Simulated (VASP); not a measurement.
Set up this calculation in VASP 6.6.1, as the native input.

* Task: single point
* Functional: r2SCAN
* Potentials or basis: VASP PAW PBE potentials, release 64 (Te, Mo_sv)
* Cutoff: 520 eV
* k mesh: 8 × 8 × 2
* Occupations: gaussian, width 0.05 eV
* Spin: collinear spin
* Starting moments: [0.0, 0.0, 0.0, 0.0, 0.5, 0.5] μB
* Dipole correction: no
* Further INCAR settings: ALGO = Normal; EDIFF = 1e-06; NBANDS = 39

Crystal: Te2Mo.

```xyz
6
Lattice="3.5637 0.0000 0.0000 -1.7818 3.0862 0.0000 0.0000 0.0000 14.7197" Properties=species:S:1:pos:R:3 pbc="T T T"
Te    0.0000    2.0575    9.2504
Te    1.7818    1.0287    1.8906
Te    0.0000    2.0575   12.8291
Te    1.7818    1.0287    5.4693
Mo    0.0000    2.0575    3.6799
Mo    1.7818    1.0287   11.0398
```

These files were run (other wordings do the same):

POSCAR

```
Te2Mo
1.0
    3.5636797614      0.0000000000      0.0000000000
   -1.7818398807      3.0862372043      0.0000000000
    0.0000000000      0.0000000000     14.7197071926
Te Mo
4 2
Direct
    0.3333333333      0.6666666667      0.6284395073
    0.6666666667      0.3333333333      0.1284395073
    0.3333333333      0.6666666667      0.8715604927
    0.6666666667      0.3333333333      0.3715604927
    0.3333333333      0.6666666667      0.2500000000
    0.6666666667      0.3333333333      0.7500000000
```

INCAR.step1

```
SYSTEM = Te2Mo
PREC = Accurate
ENCUT = 520
ISMEAR = 0
SIGMA = 0.05
LREAL = .False.
LASPH = .True.
NELM = 150
ISPIN = 2
MAGMOM = 0 0 0 0 0.5 0.5
LMAXMIX = 4
NBANDS = 39
GGA = PE
ALGO = Normal
EDIFF = 1E-4
LWAVE = .True.
LCHARG = .False.
```

INCAR.step2

```
SYSTEM = Te2Mo
PREC = Accurate
ENCUT = 520
EDIFF = 1E-6
ISMEAR = 0
SIGMA = 0.05
LREAL = .False.
LASPH = .True.
NELM = 150
ALGO = Normal
ISIF = 2
LWAVE = .False.
LCHARG = .True.
ISPIN = 2
MAGMOM = 0 0 0 0 0.5 0.5
LORBIT = 11
LMAXMIX = 4
METAGGA = R2SCAN
LMIXTAU = .True.
LELF = .True.
LVHAR = .True.
NBANDS = 39
ISTART = 1
```

KPOINTS

```
regular mesh
0
Gamma
  8 8 2
  0 0 0
```

Potentials or basis: VASP PAW PBE potentials, release 64 (Te, Mo_sv).

Command:

```console
$ cat potpaw_PBE.64/Te/POTCAR potpaw_PBE.64/Mo_sv/POTCAR > POTCAR
$ cp INCAR.step1 INCAR
$ mpirun -np 1 vasp_std > vasp.out
$ cp INCAR.step2 INCAR
$ mpirun -np 1 vasp_std > vasp.out
```

It gave:

| Property | Result |
| --- | --- |
| Pressure | 0.1 GPa |
| Largest force | 0.027 eV/Å |
| Band gap on the k mesh | 1.12 eV (least direct gap 1.26 eV) |
| Net moment | 0.00 μB per cell |
| Valence electrons inside the program's atomic spheres | Te 3.47; Mo 12.33 |

Caveat: the PAW data sets were made with another functional, which shifts forces and pressure a little; spin-orbit coupling is left out, which moves the levels of the heavy elements.

It took 8.8 min on 1 thread of AMD EPYC 9R45 96-Core Processor (Zen 5) (shared host), peak memory 0.46 GiB.
